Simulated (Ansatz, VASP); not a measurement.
# Two plane-wave programs on ZnCu

The input INCAR:

```
SYSTEM = ZnCu
PREC     = Accurate       ! precision mode
ENCUT    = 600            ! plane-wave cutoff, eV
EDIFF    = 1E-6           ! SCF threshold, eV
ISMEAR   = 0              ! smearing method
SIGMA    = 0.0069         ! smearing width, eV
LREAL    = .False.        ! projectors in reciprocal space
LASPH    = .True.         ! aspherical terms in the spheres
NELM     = 120            ! most SCF steps
ALGO     = Normal         ! electronic algorithm
ISIF     = 2              ! what is computed and relaxed
LWAVE    = .False.        ! write WAVECAR
LCHARG   = .False.        ! write CHGCAR
GGA      = PE             ! functional
NBANDS   = 18             ! bands
GGA_COMPAT= .False.
```

The input KPOINTS:

```
Automatic mesh
0
Gamma
  6 6 6
  0 0 0
```

The input POSCAR:

```
ZnCu
1.0
    2.9205539200      0.0000000000      0.0000000000
    0.0000000000      2.9205539200      0.0000000000
    0.0000000000      0.0000000000      2.9205539200
Zn Cu
1 1
Direct
    0.5000000000      0.5000000000      0.5000000000
    0.0000000000      0.0000000000      0.0000000000
```

Input for Ansatz:

```yaml
crystal:
  lattice:
    - [2.92055392, 0.0, 0.0]
    - [0.0, 2.92055392, 0.0]
    - [0.0, 0.0, 2.92055392]
  atoms:
    - { symbol: Zn, position: [0.5, 0.5, 0.5] }
    - { symbol: Cu, position: [0.0, 0.0, 0.0] }
basis:
  ecutwfc: 420
  ecutrho_ratio: 12
kpoints:
  mp_grid: { grid: [6, 6, 6] }
hamiltonian:
  xc: pbe
scf:
  occupations: { method: gaussian, width: 0.0069 }
  mixing: { algorithm: broyden }
  initial_density: { chi_scale: 0, normalization: atom }
  max_iter: 64
output:
  forces: true
  stress: true
  eigenvalues: false
```

Alike in both runs: task single point; functional PBE; k mesh 6 × 6 × 6; occupations gaussian, width 0.0069 eV; no spin polarisation.

|  | VASP | Ansatz |
| --- | --- | --- |
| version | VASP 6.6.1 | Ansatz 0.2.0 |
| potentials or method | VASP PAW PBE potentials, release 64 (Zn, Cu), cutoff 600 eV | scalar-relativistic, plane waves, PAW |
| valence electrons in the cell | 23 | 31 |

VASP gave:

```
pressure (GPa) : 7.2
```

Problem. Which values does Ansatz return?

Solution. Pressure (GPa): 6.6.

With one functional, cell and mesh, what is left measures potentials, basis and numerics. VASP's potentials hold 23 valence electrons a cell and Ansatz's 31, so a difference there can come from the potentials and not from the codes.
